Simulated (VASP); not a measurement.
# BeCo (Pm-3m) in VASP: a series of runs

BeCo is run at these levels: LDA; tasks: single point.

All numbers are computed with VASP 6.6.1; they aren't measurements. Logs are shortened: lines on timing, memory, paths and dates and some standing lists are left out, and cuts for length are marked.

## (1) The cell of the first run

It takes space group Pm-3m (No. 221, cubic). The conventional cell has a = 2.606 Å, b = 2.606 Å, c = 2.606 Å, α = 90.00°, β = 90.00°, γ = 90.00°. Be (site symmetry m-3m) has 8 Co at 2.26 Å and 6 Be at 2.61 Å within 3.0 Å. Within 3.0 Å of Co (site symmetry m-3m) lie 8 Be at 2.26 Å and 6 Co at 2.61 Å.

## (2) Single point, LDA, collinear spin, ferromagnetic start

Contents of INCAR:

```
SYSTEM = BeCo
  PREC = Accurate
  ENCUT = 520
  EDIFF = 1E-6
  ISMEAR = -1
  SIGMA = 0.5
  LREAL = .False.
  LASPH = .True.
  NELM = 150
  ALGO = Normal
  ISIF = 2
  LWAVE = .False.
  LCHARG = .False.
  ISPIN = 2
  MAGMOM = 0 3.2
  LORBIT = 11
  LMAXMIX = 4
  GGA = CA
  NBANDS = 16
```

Contents of KPOINTS:

```
regular mesh
0
Gamma
  10 10 10
  0 0 0
```

Contents of POSCAR:

```
BeCo
1.0
    2.6060000000      0.0000000000      0.0000000000
    0.0000000000      2.6060000000      0.0000000000
    0.0000000000      0.0000000000      2.6060000000
Be Co
1 1
Direct
    0.0000000000      0.0000000000      0.0000000000
    0.5000000000      0.5000000000      0.5000000000
```

Potentials or basis: VASP PAW LDA potentials, release 64 (Be, Co).

On the command line:

```console
$ cat potpaw_LDA.64/Be/POTCAR potpaw_LDA.64/Co/POTCAR > POTCAR
$ mpirun -np 1 vasp_std > vasp.out
```

OUTCAR:

```text
SYSTEM = BeCo
   PREC = Accurate
   ENCUT = 520
   EDIFF = 1E-6
   ISMEAR = -1
   LREAL = .False.
   LASPH = .True.
   NELM = 150
   ISIF = 2
   ISPIN = 2
   LORBIT = 11
   GGA = CA

 ion  position               nearest neighbor table
   1  0.000  0.000  0.000-   2 2.26   2 2.26   2 2.26   2 2.26   2 2.26   2 2.26   2 2.26   2 2.26

   2  0.500  0.500  0.500-   1 2.26   1 2.26   1 2.26   1 2.26   1 2.26   1 2.26   1 2.26   1 2.26

  LATTYP: Found a simple cubic cell.
 ALAT       =     2.6060000000

  Lattice vectors:

 A1 = (   2.6060000000,   0.0000000000,   0.0000000000)
 A2 = (   0.0000000000,   2.6060000000,   0.0000000000)
 A3 = (   0.0000000000,   0.0000000000,   2.6060000000)

Analysis of symmetry for initial positions (statically):
=====================================================================
 Subroutine PRICEL returns:
 Original cell was already a primitive cell.

 Routine SETGRP: Setting up the symmetry group for a
 simple cubic supercell.

 Subroutine GETGRP returns: Found 48 space group operations
[... 9 lines left out ...]

 Routine SETGRP: Setting up the symmetry group for a
 simple cubic supercell.

 Subroutine GETGRP returns: Found 48 space group operations
 (whereof 48 operations were pure point group operations)
 out of a pool of 48 trial point group operations.

The dynamic configuration has the point symmetry O_h .

Analysis of structural, dynamic, and magnetic symmetry:
=====================================================================
 Subroutine PRICEL returns:
 Original cell was already a primitive cell.

 Routine SETGRP: Setting up the symmetry group for a
 simple cubic supercell.

 Subroutine GETGRP returns: Found 48 space group operations
 (whereof 48 operations were pure point group operations)
 out of a pool of 48 trial point group operations.

The overall configuration has the point symmetry O_h .

 Subroutine INISYM returns: Found 48 space group operations
[... 5 lines left out ...]
                                     Primitive cell

  volume of cell :      17.6980

  direct lattice vectors                    reciprocal lattice vectors
     2.606000000  0.000000000  0.000000000     0.383729854  0.000000000  0.000000000
     0.000000000  2.606000000  0.000000000     0.000000000  0.383729854  0.000000000
     0.000000000  0.000000000  2.606000000     0.000000000  0.000000000  0.383729854

  length of vectors
     2.606000000  2.606000000  2.606000000     0.383729854  0.383729854  0.383729854

  position of ions in fractional coordinates (direct lattice)
     0.000000000  0.000000000  0.000000000
     0.500000000  0.500000000  0.500000000

  ion indices of the primitive-cell ions
   primitive index   ion index
                 1           1
                 2           2

----------------------------------------------------------------------------------------

 KPOINTS: regular mesh

Automatic generation of k-mesh.
 Grid dimensions read from file:
 generate k-points for:   10   10   10

 Generating k-lattice:

  Cartesian coordinates                     Fractional coordinates (reciprocal lattice)
     0.038372985  0.000000000  0.000000000     0.100000000  0.000000000  0.000000000
     0.000000000  0.038372985  0.000000000     0.000000000  0.100000000  0.000000000
     0.000000000  0.000000000  0.038372985     0.000000000  0.000000000  0.100000000

  Length of vectors
     0.038372985  0.038372985  0.038372985

  Shift w.r.t. Gamma in fractional coordinates (k-lattice)
     0.000000000  0.000000000  0.000000000

 Subroutine IBZKPT returns following result:
 ===========================================

 Found     56 irreducible k-points:

 Following reciprocal coordinates:
            Coordinates               Weight
  0.000000  0.000000  0.000000      1.000000
  0.100000  0.000000  0.000000      6.000000
  0.200000  0.000000  0.000000      6.000000
  0.300000  0.000000  0.000000      6.000000
  0.400000  0.000000  0.000000      6.000000
  0.500000  0.000000  0.000000      3.000000
[... 16 lines left out ...]
  0.200000  0.100000  0.100000     24.000000
  0.300000  0.100000  0.100000     24.000000
 [... further k-points ...]
   k-points           NKPTS =     56   k-points in BZ     NKDIM =     56   number of bands    NBANDS=     16
   number of dos      NEDOS =    301   number of ions     NIONS =      2
   total plane-waves  NPLWV =   8000
   dimension x,y,z NGX =    20 NGY =   20 NGZ =   20
   dimension x,y,z NGXF=    40 NGYF=   40 NGZF=   40
   ions per type =               1   1
   NGX,Y,Z   is equivalent  to a cutoff of  12.76, 12.76, 12.76 a.u.
   NGXF,Y,Z  is equivalent  to a cutoff of  25.52, 25.52, 25.52 a.u.
 SYSTEM =  BeCo
   PREC   = accura    normal or accurate (medium, high low for compatibility)
   ISTART =      0    job   : 0-new  1-cont  2-samecut
   ICHARG =      2    charge: 1-file 2-atom 10-const
   ISPIN  =      2    spin polarized calculation?
   LNONCOLLINEAR =      F non collinear calculations
   LSORBIT =      F    spin-orbit coupling
   LASPH  =      T    aspherical Exc in radial PAW
   ENCUT  =  520.0 eV  38.22 Ry    6.18 a.u.   4.85  4.85  4.85*2*pi/ulx,y,z
   NELM   =    150;   NELMIN=  2; NELMDL= -5     # of ELM steps
   EDIFF  = 0.1E-05   stopping-criterion for ELM
   LREAL  =      F    real-space projection
   EDIFFG = 0.1E-04   stopping-criterion for IOM
   NSW    =      0    number of steps for IOM
   IBRION =     -1    ionic relax: 0-MD 1-quasi-New 2-CG
   NFREE  =      0    steps in history (QN), initial steepest desc. (CG)
   ISIF   =      2    stress and relaxation
   ISYM   =      2    0-nonsym 1-usesym 2-fastsym
   POTIM  = 0.5000    time-step for ionic-motion
   TEBEG  =    0.0;   TEEND  =   0.0 temperature during run
   PSTRESS=    0.0 pullay stress
   NELECT =      11.0000    total number of electrons
   NUPDOWN=      -1.0000    fix difference up-down
   EMIN   =  10.00;   EMAX   =-10.00  energy-range for DOS
   EFERMI =   0.00;   METHOD = LEGACY
   ISMEAR =    -1;   SIGMA  =   0.50  broadening in eV -4-tet -1-fermi 0-gaus
   EFERMI_NEDOS =   21; number of points for ismear=-14 and -15
   IALGO  =     38    algorithm
   IMIX   =      4    mixing-type and parameters
     AMIX     =   0.40;   BMIX     =  1.00
     AMIX_MAG =   1.60;   BMIX_MAG =  1.00
  volume/ion in A,a.u.               =       8.85        59.72
  Fermi-wavevector in a.u.,A,eV,Ry     =   1.397112  2.640159 26.557522  1.951923
  Thomas-Fermi vector in A             =   2.520400
   LORBIT       =     11    0 simple, 1 ext, 2 COOP (PROOUT), +10 PAW based schemes
   GGA     = CA    functional components
   LHFCALC =     F    Hartree Fock is set to
   AEXX    =    0.0000 exact exchange contribution
   IVDW    =     0    specifies the selected vdW correction
   LEPSILON=     F    determine dielectric tensor
   LRPA    =     F    only Hartree local field effects (RPA)
 spin polarized calculation
  energy-cutoff  :      520.00
  volume of cell :       17.70
 maximum number of plane-waves:       488
 NGX is ok and might be reduce to    20
   NGX =  9   NGY =  9   NGZ =  9

 number of electron      10.9999998 magnetization      -0.0017652

 number of electron      10.9999998 magnetization       0.0007942

 Free energy of the ion-electron system (eV)
  ---------------------------------------------------
  ext. energy  EPLUGINS =         0.00000000
  ---------------------------------------------------
  free energy    TOTEN  =       -13.70470622 eV

  energy without entropy =      -12.44459627  energy(sigma->0) =      -13.07465124

 E-fermi :   8.8494     XC(G=0): -12.7013

 val. band max:        8.7542380124   @ k =   0.5000   0.5000   0.4000
 cond. band min:       8.8802460009   @ k =   0.5000   0.4000   0.4000
 fundamental gap:      0.1260079885
 Fermi energy:         8.8493738677

 spin component 1

 k-point     1 :       0.0000    0.0000    0.0000
  band No.  band energies     occupation
      1      -0.9071      1.00000
      2       5.8135      0.99770
      3       5.8135      0.99770
      4       8.4143      0.70477
      5       8.4143      0.70477
      6       8.4143      0.70477
[... 8 lines left out ...]
     15      37.4274      0.00000
     16      39.6300      0.00000

 k-point     2 :       0.1000    0.0000    0.0000
  band No.  band energies     occupation
      1      -0.7059      1.00000
      2       5.8348      0.99760
      3       5.8570      0.99749
      4       8.2750      0.75928
      5       8.2750      0.75928
      6       8.4236      0.70088
[... 8 lines left out ...]
     15      36.8894      0.00000
     16      37.5110      0.00000

 k-point     3 :       0.2000    0.0000    0.0000
  band No.  band energies     occupation
      1      -0.1202      1.00000
      2       5.8422      0.99756
      3       5.9730      0.99684
      4       7.9422      0.85988
      5       7.9422      0.85988
      6       8.4481      0.69054
[... 8 lines left out ...]
     15      34.8050      0.00000
     16      36.3045      0.00000

 k-point     4 :       0.3000    0.0000    0.0000
  band No.  band energies     occupation
      1       0.7917      1.00000
      2       5.6537      0.99833
      3       6.1206      0.99575
      4       7.5793      0.92691
      5       7.5793      0.92691
      6       8.4784      0.67742
[... 8 lines left out ...]
     15      32.6810      0.00000
     16      37.4735      0.00000
[... 324 lines left out ...]
 k-point    22 :       0.1000    0.1000    0.1000
  band No.  band energies     occupation
      1      -0.3054      1.00000
      2       5.9208      0.99715
      3       5.9208      0.99715
      4       8.0664      0.82722
      5       8.1902      0.78890
      6       8.1902      0.78890
[... 8 lines left out ...]
     15      34.4777      0.00000
     16      39.2320      0.00000

 k-point    23 :       0.2000    0.1000    0.1000
  band No.  band energies     occupation
      1       0.2760      1.00000
      2       5.9522      0.99696
      3       6.0430      0.99636
      4       7.7949      0.89176
      5       7.8251      0.88581
      6       8.2177      0.77961
[... 8 lines left out ...]
     15      33.8610      0.00000
     16      37.8809      0.00000

 k-point    24 :       0.3000    0.1000    0.1000
  band No.  band energies     occupation
      1       1.1816      1.00000
      2       5.7504      0.99797
      3       6.2089      0.99494
      4       7.4194      0.94583
      5       7.5757      0.92740
      6       8.2692      0.76140
[... 8 lines left out ...]
     15      34.7999      0.00000
     16      35.5416      0.00000

 [... further k-points ...]

 spin component 2

 k-point     1 :       0.0000    0.0000    0.0000
  band No.  band energies     occupation
      1      -0.9071      1.00000
      2       5.8140      0.99770
      3       5.8140      0.99770
      4       8.4150      0.70447
      5       8.4150      0.70447
      6       8.4150      0.70447
[... 8 lines left out ...]
     15      37.4275      0.00000
     16      39.6299      0.00000

 k-point     2 :       0.1000    0.0000    0.0000
  band No.  band energies     occupation
      1      -0.7060      1.00000
      2       5.8354      0.99760
      3       5.8575      0.99749
      4       8.2757      0.75902
      5       8.2757      0.75902
      6       8.4243      0.70058
[... 8 lines left out ...]
     15      36.8894      0.00000
     16      37.5110      0.00000

 k-point     3 :       0.2000    0.0000    0.0000
  band No.  band energies     occupation
      1      -0.1202      1.00000
      2       5.8427      0.99756
      3       5.9735      0.99683
      4       7.9429      0.85972
      5       7.9429      0.85972
      6       8.4488      0.69023
[... 8 lines left out ...]
     15      34.8051      0.00000
     16      36.3046      0.00000

 k-point     4 :       0.3000    0.0000    0.0000
  band No.  band energies     occupation
      1       0.7917      1.00000
      2       5.6541      0.99833
      3       6.1212      0.99575
      4       7.5799      0.92682
      5       7.5799      0.92682
      6       8.4791      0.67710
[... 8 lines left out ...]
     15      32.6812      0.00000
     16      37.4735      0.00000
[... 324 lines left out ...]
 k-point    22 :       0.1000    0.1000    0.1000
  band No.  band energies     occupation
      1      -0.3054      1.00000
      2       5.9213      0.99715
      3       5.9213      0.99715
      4       8.0670      0.82703
      5       8.1909      0.78867
      6       8.1909      0.78867
[... 8 lines left out ...]
     15      34.4777      0.00000
     16      39.2320      0.00000

 k-point    23 :       0.2000    0.1000    0.1000
  band No.  band energies     occupation
      1       0.2760      1.00000
      2       5.9527      0.99696
      3       6.0435      0.99636
      4       7.7956      0.89164
      5       7.8257      0.88568
      6       8.2184      0.77937
[... 8 lines left out ...]
     15      33.8610      0.00000
     16      37.8810      0.00000

 k-point    24 :       0.3000    0.1000    0.1000
  band No.  band energies     occupation
      1       1.1816      1.00000
      2       5.7507      0.99797
      3       6.2094      0.99493
      4       7.4200      0.94577
      5       7.5763      0.92731
      6       8.2699      0.76115
[... 8 lines left out ...]
     15      34.7999      0.00000
     16      35.5416      0.00000

 [... further k-points ...]
[... 5 lines left out ...]
  --------------------------------------------------------------------------------------
  -------------------------------------------------------------------------------------
  Total       -0.9844725     -0.9844725     -0.9844725      0.0000000     -0.0000000      0.0000000
  in kB      -89.1232338    -89.1232338    -89.1232338      0.0000000     -0.0000000      0.0000000
  external PRESSURE =     -89.1232338 kB  Pullay stress =       0.0000000 kB

 VOLUME and BASIS-vectors are now :
 -----------------------------------------------------------------------------
  energy-cutoff  :      520.00
  volume of cell :       17.70
      direct lattice vectors                 reciprocal lattice vectors
     2.606000000  0.000000000  0.000000000     0.383729854  0.000000000  0.000000000
     0.000000000  2.606000000  0.000000000     0.000000000  0.383729854  0.000000000
     0.000000000  0.000000000  2.606000000     0.000000000  0.000000000  0.383729854

 POSITION                                       TOTAL-FORCE (eV/Angst)
 -----------------------------------------------------------------------------------
      0.00000      0.00000      0.00000         0.000000      0.000000      0.000000
      1.30300      1.30300      1.30300         0.000000      0.000000      0.000000
 -----------------------------------------------------------------------------------
    total drift:                               -0.000000      0.000000     -0.000000

  FREE ENERGIE OF THE ION-ELECTRON SYSTEM (eV)
  ---------------------------------------------------
  free  energy   TOTEN  =       -13.7047062219 eV

  energy  without entropy=      -12.4445962650  energy(sigma->0) =      -13.07465124

 total charge

# of ion       s       p       d       tot
------------------------------------------
    1        0.447   0.713   0.000   1.160
    2        0.483   0.573   7.406   8.462
--------------------------------------------------
tot          0.930   1.286   7.406   9.622

 magnetization (x)

# of ion       s       p       d       tot
------------------------------------------
    1       -0.000  -0.000   0.000  -0.000
    2        0.000  -0.000   0.000   0.000
--------------------------------------------------
tot         -0.000  -0.000   0.000   0.000
```

Wall time 17 s (1 thread of Intel Xeon Platinum 8375C at 2.90GHz (Ice Lake), shared host); peak memory 0.14 GiB.

What came out:

| Item | Value |
| --- | --- |
| Free energy | -13.7047 eV |
| Pressure | -8.9 GPa |
| Net moment | 0.00 μB per cell |
| Valence electrons inside the program's atomic spheres | Be 1.16; Co 8.46 |

Levels at points of the mesh, in eV from the Fermi level:
Spin up:
```tsv
k point	band 3	band 4	band 5	band 6	band 7	band 8	band 9	band 10
(0.00, 0.00, 0.00)	-3.04	-0.44	-0.44	-0.44	7.24	7.24	7.24	14.95
(0.50, 0.00, 0.00)	-2.56	-1.63	-1.63	-0.34	0.97	11.94	11.94	15.17
(0.50, 0.50, 0.00)	-1.60	-1.60	-1.17	-1.17	0.21	5.99	6.81	11.96
(0.50, 0.50, 0.50)	-4.19	0.26	0.26	6.33	6.33	6.33	6.90	6.90
```
Spin down:
```tsv
k point	band 4	band 5	band 6	band 7	band 8	band 9
(0.00, 0.00, 0.00)	-0.43	-0.43	-0.43	7.24	7.24	7.24
(0.50, 0.00, 0.00)	-1.63	-1.63	-0.34	0.97	11.94	11.94
(0.50, 0.50, 0.00)	-1.60	-1.17	-1.17	0.21	5.99	6.81
(0.50, 0.50, 0.50)	0.26	0.26	6.33	6.33	6.33	6.90
```

Caveat: the starting moments collapsed, and a magnetic state may lie lower.

[end of part 1 of 2]
